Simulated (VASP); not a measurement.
# MoS2 (C2/m) in VASP: further runs

Runs on MoS2. Level: PBEsol+D3(BJ). Tasks: single point.

Program: VASP 6.6.1. These are calculated values, not measurements. Logs are shortened: lines on timing, memory, paths and dates and some standing lists are left out, and cuts for length are marked.

## Step 1: The cell of the first run

The structure is monoclinic, space group C2/m (No. 12). The conventional cell has a = 5.334 Å, b = 3.080 Å, c = 17.273 Å, α = 90.00°, β = 97.10°, γ = 90.00°. Mo (site symmetry m) has 6 S at 2.40 Å and 6 Mo at 3.08 Å within 3.2 Å. Within 3.2 Å of Mo (site symmetry 2/m) lie 6 S at 2.40 Å and 6 Mo at 3.08 Å. S (site symmetry m) has 3 Mo at 2.40 Å and 9 S at 2.73 to 3.08 Å within 3.2 Å. Within 3.2 Å of S (site symmetry m) lie 3 Mo at 2.40 Å and 9 S at 3.08 to 3.13 Å. S (site symmetry m) has 3 Mo at 2.40 Å and 9 S at 3.08 to 3.13 Å within 3.2 Å.

## Step 2: Single point, PBEsol+D3(BJ) (the part above a cut slid along it)

Input file INCAR:

```
PREC = Accurate
ENCUT = 520
EDIFF = 1E-6
ISMEAR = 0
SIGMA = 0.15
LREAL = F
LASPH = T
NELM = 100
ALGO = Normal
ISIF = 2
LWAVE = F
LCHARG = T
GGA = PS
IVDW = 12
LELF = T
LVHAR = T
NBANDS = 49
```

Input file KPOINTS:

```
Automatic mesh
0
Gamma
  14 14 3
```

Input file POSCAR:

```
MoS2
1.0
   -3.0798097231      0.0000000000      0.0000000000
   -1.5399048616     -2.6671934590      0.0000000000
   -1.8478858339     -1.0668773836     17.1411508765
Mo S
3 6
Direct
    0.5990412088      0.5990412088      0.1690636447
    0.6618185995     -0.3381814005      0.8454535013
    0.1304299041      0.1304299041      0.5072585730
    0.2909208320      0.2909208320      0.9393645867
    0.7595321367     -0.2404678633      0.6011696583
    0.2281434413      0.2281434413      0.2629747300
    0.5013276716      0.5013276716      0.4133474877
    0.9699389763     -0.0300610237      0.0751525593
    0.0327163669      0.0327163669      0.7515424160
```

Potentials or basis: VASP PAW PBE potentials, release 64 (Mo_sv, S).

Command:

```
cat potpaw_PBE.64/Mo_sv/POTCAR potpaw_PBE.64/S/POTCAR > POTCAR
mpirun -np 1 vasp_std > vasp.out
```

OUTCAR:

```text
PREC = Accurate
   ENCUT = 520
   EDIFF = 1E-6
   ISMEAR = 0
   LREAL = F
   LASPH = T
   NELM = 100
   ISIF = 2
   GGA = PS
   IVDW = 12
 IVDW          = 12

 ion  position               nearest neighbor table
   1  0.599  0.599  0.169-   6 2.40   6 2.40   6 2.40   8 2.40   8 2.40   8 2.40
   2  0.662  0.662  0.845-   9 2.40   9 2.40   9 2.40   4 2.40   4 2.40   4 2.40
   3  0.130  0.130  0.507-   5 2.40   7 2.40   7 2.40   5 2.40   5 2.40   7 2.40
   4  0.291  0.291  0.939-   2 2.40   2 2.40   2 2.40   8 2.73
   5  0.760  0.760  0.601-   3 2.40   3 2.40   3 2.40
   6  0.228  0.228  0.263-   1 2.40   1 2.40   1 2.40
   7  0.501  0.501  0.413-   3 2.40   3 2.40   3 2.40
   8  0.970  0.970  0.075-   1 2.40   1 2.40   1 2.40   4 2.73
   9  0.033  0.033  0.752-   2 2.40   2 2.40   2 2.40

  LATTYP: Found a base centered monoclinic cell.
 ALAT       =     5.3343869181
 B/A-ratio  =     0.5773502692
 C/A-ratio  =     3.2381315828
 COS(beta)  =    -0.1235280253

  Lattice vectors:

 A1 = (   3.0798097231,   0.0000000000,   0.0000000000)
 A2 = (   1.5399048616,   2.6671934590,   0.0000000000)
 A3 = (  -1.8478858339,  -1.0668773836,  17.1411508765)

Analysis of symmetry for initial positions (statically):
=====================================================================
 Subroutine PRICEL returns:
 Original cell was already a primitive cell.

 Routine SETGRP: Setting up the symmetry group for a
 base centered monoclinic supercell.

 Subroutine GETGRP returns: Found  4 space group operations
 (whereof  2 operations were pure point group operations)
 out of a pool of  4 trial point group operations.

The static configuration has the point symmetry C_1h.
 The point group associated with its full space group is C_2h.

Analysis of symmetry for dynamics (positions and initial velocities):
=====================================================================
 Subroutine PRICEL returns:
 Original cell was already a primitive cell.

 Routine SETGRP: Setting up the symmetry group for a
 base centered monoclinic supercell.

 Subroutine GETGRP returns: Found  4 space group operations
 (whereof  2 operations were pure point group operations)
 out of a pool of  4 trial point group operations.

The dynamic configuration has the point symmetry C_1h.
 The point group associated with its full space group is C_2h.

 Subroutine INISYM returns: Found  4 space group operations
 (whereof  2 operations are pure point group operations),
 and found     1 'primitive' translations

----------------------------------------------------------------------------------------

                                     Primitive cell

  volume of cell :     140.8051

  direct lattice vectors                    reciprocal lattice vectors
    -3.079809723  0.000000000  0.000000000    -0.324695384  0.187462967 -0.023335656
    -1.539904862 -2.667193459  0.000000000     0.000000000 -0.374925934 -0.023335656
    -1.847885834 -1.066877384 17.141150876     0.000000000  0.000000000  0.058339140

  length of vectors
     3.079809723  3.079809723 17.273446754     0.375651446  0.375651446  0.058339140

  position of ions in fractional coordinates (direct lattice)
     0.599041209  0.599041209  0.169063645
     0.661818600  0.661818600  0.845453501
     0.130429904  0.130429904  0.507258573
     0.290920832  0.290920832  0.939364587
     0.759532137  0.759532137  0.601169658
     0.228143441  0.228143441  0.262974730
     0.501327672  0.501327672  0.413347488
     0.969938976  0.969938976  0.075152559
     0.032716367  0.032716367  0.751542416

  ion indices of the primitive-cell ions
   primitive index   ion index
                 1           1
                 2           2
                 3           3
                 4           4
                 5           5
                 6           6
                 7           7
                 8           8
                 9           9

----------------------------------------------------------------------------------------

 KPOINTS: Automatic mesh

Automatic generation of k-mesh.
 Grid dimensions read from file:
 generate k-points for:   14   14    3

 Generating k-lattice:

  Cartesian coordinates                     Fractional coordinates (reciprocal lattice)
    -0.023192527  0.013390212 -0.001666833     0.071428571  0.000000000  0.000000000
     0.000000000 -0.026780424 -0.001666833     0.000000000  0.071428571  0.000000000
     0.000000000  0.000000000  0.019446380     0.000000000  0.000000000  0.333333333

  Length of vectors
     0.026832246  0.026832246  0.019446380

  Shift w.r.t. Gamma in fractional coordinates (k-lattice)
     0.000000000  0.000000000  0.000000000

 Subroutine IBZKPT returns following result:
 ===========================================

 Found    162 irreducible k-points:

 Following reciprocal coordinates:
            Coordinates               Weight
  0.000000  0.000000  0.000000      1.000000
  0.071429  0.000000  0.000000      4.000000
  0.142857  0.000000  0.000000      4.000000
  0.214286 -0.000000 -0.000000      4.000000
  0.285714  0.000000  0.000000      4.000000
  0.357143  0.000000  0.000000      4.000000
[... 16 lines left out ...]
  0.214286  0.142857 -0.000000      4.000000
  0.285714  0.142857  0.000000      4.000000
 [... further k-points ...]
   k-points           NKPTS =    162   k-points in BZ     NKDIM =    162   number of bands    NBANDS=     49
   number of dos      NEDOS =    301   number of ions     NIONS =      9
   total plane-waves  NPLWV =  73728
   dimension x,y,z NGX =    24 NGY =   24 NGZ =  128
   dimension x,y,z NGXF=    48 NGYF=   48 NGZF=  256
   ions per type =               3   6
   NGX,Y,Z   is equivalent  to a cutoff of  12.96, 12.96, 12.32 a.u.
   NGXF,Y,Z  is equivalent  to a cutoff of  25.91, 25.91, 24.64 a.u.
 SYSTEM =  unknown system
   PREC   = accura    normal or accurate (medium, high low for compatibility)
   ISTART =      0    job   : 0-new  1-cont  2-samecut
   ICHARG =      2    charge: 1-file 2-atom 10-const
   ISPIN  =      1    spin polarized calculation?
   LNONCOLLINEAR =      F non collinear calculations
   LSORBIT =      F    spin-orbit coupling
   LASPH  =      T    aspherical Exc in radial PAW
   ENCUT  =  520.0 eV  38.22 Ry    6.18 a.u.   5.73  5.73 32.12*2*pi/ulx,y,z
   NELM   =    100;   NELMIN=  2; NELMDL= -5     # of ELM steps
   EDIFF  = 0.1E-05   stopping-criterion for ELM
   LREAL  =      F    real-space projection
   EDIFFG = 0.1E-04   stopping-criterion for IOM
   NSW    =      0    number of steps for IOM
   IBRION =     -1    ionic relax: 0-MD 1-quasi-New 2-CG
   NFREE  =      0    steps in history (QN), initial steepest desc. (CG)
   ISIF   =      2    stress and relaxation
   ISYM   =      2    0-nonsym 1-usesym 2-fastsym
   POTIM  = 0.5000    time-step for ionic-motion
   TEBEG  =    0.0;   TEEND  =   0.0 temperature during run
   PSTRESS=    0.0 pullay stress
   NELECT =      78.0000    total number of electrons
   NUPDOWN=      -1.0000    fix difference up-down
   EMIN   =  10.00;   EMAX   =-10.00  energy-range for DOS
   EFERMI =   0.00;   METHOD = LEGACY
   ISMEAR =     0;   SIGMA  =   0.15  broadening in eV -4-tet -1-fermi 0-gaus
   EFERMI_NEDOS =   21; number of points for ismear=-14 and -15
   IALGO  =     38    algorithm
   IMIX   =      4    mixing-type and parameters
     AMIX     =   0.40;   BMIX     =  1.00
     AMIX_MAG =   1.60;   BMIX_MAG =  1.00
  volume/ion in A,a.u.               =      15.65       105.58
  Fermi-wavevector in a.u.,A,eV,Ry     =   1.344519  2.540772 24.595674  1.807731
  Thomas-Fermi vector in A             =   2.472506
   LORBIT       =      0    0 simple, 1 ext, 2 COOP (PROOUT), +10 PAW based schemes
   GGA     = PS    functional components
   LHFCALC =     F    Hartree Fock is set to
   AEXX    =    0.0000 exact exchange contribution
   IVDW    =    12    specifies the selected vdW correction
   LEPSILON=     F    determine dielectric tensor
   LRPA    =     F    only Hartree local field effects (RPA)
 non-spin polarized calculation
 Gauss-broadening in eV      SIGMA  =   0.15
  energy-cutoff  :      520.00
  volume of cell :      140.81
 maximum number of plane-waves:      3820
   NGX = 11   NGY = 11   NGZ = 65

 number of electron      78.0000001 magnetization

 Free energy of the ion-electron system (eV)
  ---------------------------------------------------
  ext. energy  EPLUGINS =         0.00000000
  ---------------------------------------------------
  free energy    TOTEN  =       -67.61738984 eV

  energy without entropy =      -67.58568270  energy(sigma->0) =      -67.60153627

 E-fermi :   9.4054     XC(G=0): -11.8427

 val. band max:        9.4034635249   @ k =  -0.1429  -0.2857   0.3333
 cond. band min:       9.4100550632   @ k =  -0.2143   0.3571   0.3333
 fundamental gap:      0.0065915383
 Fermi energy:         9.4054290239

 k-point     1 :       0.0000    0.0000    0.0000
  band No.  band energies     occupation
      1     -52.1347      2.00000
      2     -52.1347      2.00000
      3     -52.0843      2.00000
      4     -26.3230      2.00000
      5     -26.3226      2.00000
      6     -26.2663      2.00000
[... 41 lines left out ...]
     48      12.8107      0.00000
     49      12.9626      0.00000

 k-point     2 :       0.0714    0.0000    0.0000
  band No.  band energies     occupation
      1     -52.1319      2.00000
      2     -52.1319      2.00000
      3     -52.0814      2.00000
      4     -26.3177      2.00000
      5     -26.3174      2.00000
      6     -26.2611      2.00000
[... 41 lines left out ...]
     48      12.5974      0.00000
     49      12.7218      0.00000

 k-point     3 :       0.1429    0.0000    0.0000
  band No.  band energies     occupation
      1     -52.1238      2.00000
      2     -52.1238      2.00000
      3     -52.0734      2.00000
      4     -26.3030      2.00000
      5     -26.3027      2.00000
      6     -26.2464      2.00000
[... 1081 lines left out ...]
     48      12.3741      0.00000
     49      12.4633      0.00000

 k-point    24 :       0.2857    0.1429    0.0000
  band No.  band energies     occupation
      1     -52.1061      2.00000
      2     -52.1061      2.00000
      3     -52.0557      2.00000
      4     -26.3138      2.00000
      5     -26.3138      2.00000
      6     -26.2705      2.00000
[... 41 lines left out ...]
     48      12.2903      0.00000
     49      12.6001      0.00000

 [... further k-points ...]

------------------------ aborting loop because EDIFF is reached ----------------------------------------

 Edisp (eV)   -3.79286

 E8    (eV) :    -2.3844

  FORCE on cell =-STRESS in cart. coord.  units (eV):
  Direction    XX          YY          ZZ          XY          YZ          ZX
  --------------------------------------------------------------------------------------
  -------------------------------------------------------------------------------------
  Total       1.42642     0.94207     0.07117     0.41946     0.49948     0.86512
  in kB      16.23077    10.71953     0.80981     4.77287     5.68340     9.84394
  external pressure =        9.25 kB  Pullay stress =        0.00 kB

 VOLUME and BASIS-vectors are now :
 -----------------------------------------------------------------------------
  energy-cutoff  :      520.00
  volume of cell :      140.81
      direct lattice vectors                 reciprocal lattice vectors
    -3.079809723  0.000000000  0.000000000    -0.324695384  0.187462967 -0.023335656
    -1.539904862 -2.667193459  0.000000000     0.000000000 -0.374925934 -0.023335656
    -1.847885834 -1.066877384 17.141150876     0.000000000  0.000000000  0.058339140

 POSITION                                       TOTAL-FORCE (eV/Angst)
 -----------------------------------------------------------------------------------
     -3.07981     -1.77813      2.89795         0.104994      0.060618     -0.240813
     -4.61971     -2.66719     14.49205        -0.104994     -0.060618      0.240813
     -1.53990     -0.88906      8.69500         0.000000     -0.000000     -0.000000
     -3.07981     -1.77813     16.10179        -0.184059     -0.106267     -0.539664
     -4.61971     -2.66719     10.30474        -0.000951     -0.000549     -0.002594
     -1.53990     -0.88906      4.50769        -0.015115     -0.008727      0.019167
     -3.07981     -1.77813      7.08525         0.000951      0.000549      0.002594
     -4.61971     -2.66719      1.28820         0.184059      0.106267      0.539664
     -1.53990     -0.88906     12.88230         0.015115      0.008727     -0.019167
 -----------------------------------------------------------------------------------
    total drift:                               -0.000011     -0.000007     -0.000002

  FREE ENERGIE OF THE ION-ELECTRON SYSTEM (eV)
  ---------------------------------------------------
  free  energy   TOTEN  =       -71.4102515836 eV

  energy  without entropy=      -71.3785444477  energy(sigma->0) =      -71.39439802
```

Wall time 17 min (1 thread of Intel Xeon Platinum 8488C (Sapphire Rapids), shared host); peak memory 0.83 GiB.

Results:

```yaml
Free_energy: -71.4103 eV
Pressure: 0.9 GPa
Largest_force: 0.580 eV/Å
Band_gap_on_the_k_mesh: zero (bands 39 and 40 overlap by 0.70 eV)
Dispersion_energy_per_atom: -0.421 eV
```

Forces in eV/Å, atoms in the order of the input:
```
Mo   0.105  0.061 -0.241
Mo  -0.105 -0.061  0.241
Mo   0.000  0.000  0.000
S   -0.184 -0.106 -0.540
S   -0.001 -0.001 -0.003
S   -0.015 -0.009  0.019
S    0.001  0.001  0.003
S    0.184  0.106  0.540
S    0.015  0.009 -0.019
```

Stress tensor (GPa, compression positive):
```
1.62 0.48 0.98
0.48 1.07 0.57
0.98 0.57 0.08
```

Caveat: the cell differs from its parent crystal (the part above a cut slid along it); the PAW data sets were made with another functional, which shifts forces and pressure a little.

(Part 1 of 2 ends here.)
